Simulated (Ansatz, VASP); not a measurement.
In2Sb in VASP and in Ansatz

The input INCAR:

```
SYSTEM = In2Sb
PREC = Accurate
ENCUT = 520
EDIFF = 1E-7
ISMEAR = 0
SIGMA = 0.15
LREAL = .FALSE.
LASPH = .TRUE.
NELM = 100
ALGO = Fast
ISIF = 2
LWAVE = .FALSE.
LCHARG = .FALSE.
GGA = PS
NBANDS = 40
```

File KPOINTS:

```
Automatic mesh
0
G
  12 12 8
  0 0 0
```

File POSCAR:

```
In2Sb
1.0
    5.3333334163      0.0000000000      0.0000000000
   -2.6666667081      4.6188022253      0.0000000000
    0.0000000000      0.0000000000      6.3928489772
In Sb
4 2
Direct
    0.6666666667      0.3333333333      0.2500000000
    0.3333333333      0.6666666667      0.7500000000
    0.0000000000      0.0000000000      0.5000000000
    0.0000000000      0.0000000000      0.0000000000
    0.6666666667      0.3333333333      0.7500000000
    0.3333333333      0.6666666667      0.2500000000
```

Input for Ansatz:

```yaml
crystal:
  lattice:
    - [5.3333334163, 0.0, 0.0]
    - [-2.6666667081, 4.6188022253, 0.0]
    - [0.0, 0.0, 6.3928489772]
  atoms:
    - { symbol: In, position: [0.6666666667, 0.3333333333, 0.25] }
    - { symbol: In, position: [0.3333333333, 0.6666666667, 0.75] }
    - { symbol: In, position: [0.0, 0.0, 0.5] }
    - { symbol: In, position: [0.0, 0.0, 0.0] }
    - { symbol: Sb, position: [0.6666666667, 0.3333333333, 0.75] }
    - { symbol: Sb, position: [0.3333333333, 0.6666666667, 0.25] }
basis:
  ecutwfc: 420
kpoints:
  mp_grid: { grid: [12, 12, 8] }
hamiltonian:
  xc: pbesol
scf:
  occupations: { method: gaussian, width: 0.15 }
output:
  forces: true
  stress: true
  eigenvalues: true
  write_density: true
  write_potential: true
  elf: true
  volumetric_format: npy
```

Alike in both runs: task single point; functional PBEsol; k mesh 12 × 12 × 8; occupations gaussian, width 0.15 eV; no spin polarisation.

```csv
,VASP,Ansatz
version,VASP 6.6.1,Ansatz 0.2.0
potentials or method,"VASP PAW PBE potentials, release 64 (In_d, Sb), cutoff 520 eV","scalar-relativistic, plane waves, PAW"
valence electrons in the cell,62,82
```

VASP gave:

| Item | Value |
| --- | --- |
| gap on the k mesh at the Fermi level (eV) | none |
| pressure (GPa) | 0.0 |
| traceless stress, the component that is largest in VASP (GPa) | -0.25 |

Problem. Estimate Ansatz's values.

Solution. gap on the k mesh at the Fermi level (eV): none; pressure (GPa): 0.0; traceless stress, the component that is largest in VASP (GPa): -0.24.

VASP's potentials were made for PBE, not for PBEsol. A gap of «none» marks a metal or a gap that the smearing closes. VASP's potentials hold 62 valence electrons a cell and Ansatz's 82, so a difference there can come from the potentials and not from the codes.

Spin-orbit coupling is off throughout.
